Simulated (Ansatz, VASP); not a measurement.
## ZnSe in VASP and in Ansatz

Contents of POSCAR:

```
ZnSe
1.0
    0.0000000000      2.7759511149      2.7759511149
    2.7759511149      0.0000000000      2.7759511149
    2.7759511149      2.7759511149      0.0000000000
Se Zn
1 1
Direct
    0.7500000000      0.7500000000      0.7500000000
    0.0000000000      0.0000000000      0.0000000000
```

Contents of INCAR.step1:

```
PREC = Accurate
ENCUT = 520
EDIFF = 1E-5
ISMEAR = -1
SIGMA = 0.05
LREAL = False
LASPH = True
NELM = 80
ALGO = Normal
ISIF = 2
LWAVE = True
LCHARG = False
NBANDS = 16
GGA = PE
```

File INCAR.step2:

```
PREC = Accurate
ENCUT = 520
EDIFF = 1E-7
ISMEAR = -1
SIGMA = 0.05
LREAL = False
LASPH = True
NELM = 80
ALGO = Normal
ISIF = 2
LWAVE = False
LCHARG = False
GGA = PE
LHFCALC = True
HFSCREEN = 0.2079
PRECFOCK = Normal
NBANDS = 16
ISTART = 1
```

File KPOINTS:

```
Automatic mesh
0
Gamma
  4 4 4
```

File input.yaml:

```yaml
crystal:
  lattice:
    - [0.0, 2.7759511149, 2.7759511149]
    - [2.7759511149, 0.0, 2.7759511149]
    - [2.7759511149, 2.7759511149, 0.0]
  atoms:
    - { symbol: Se, position: [0.75, 0.75, 0.75] }
    - { symbol: Zn, position: [0.0, 0.0, 0.0] }
hamiltonian:
  xc: hse06
  pseudopotentials: { kind: paw }
kpoints:
  mp_grid: { grid: [4, 4, 4] }
scf:
  occupations: { method: fermi_dirac, width: 0.05 }
output:
  forces: true
  stress: true
  eigenvalues: true
```

Alike in both runs: task single point; functional HSE06; k mesh 4 × 4 × 4; occupations fermi-dirac, width 0.05 eV; no spin polarisation.

|  | VASP | Ansatz |
| --- | --- | --- |
| version | VASP 6.6.1 | Ansatz 0.2.0 |
| potentials or method | VASP PAW PBE potentials, release 64 (Se, Zn) | Ansatz PAW |
| plane-wave cutoff (eV) | 520 | 420 |
| valence electrons in the cell | 18 | 28 |

```tsv
	VASP	Ansatz	Ansatz less VASP
gap on the k mesh at the Fermi level (eV)	2.72	2.72	+0.008
least direct gap on the mesh (eV)	2.72	2.72	+0.008
pressure (GPa)	6.3	6.3	-0.02
```

VASP's potentials hold 18 valence electrons a cell and Ansatz's 28, so a difference there can come from the potentials and not from the codes.

The k mesh is coarse, so the values compare programs but aren't converged.
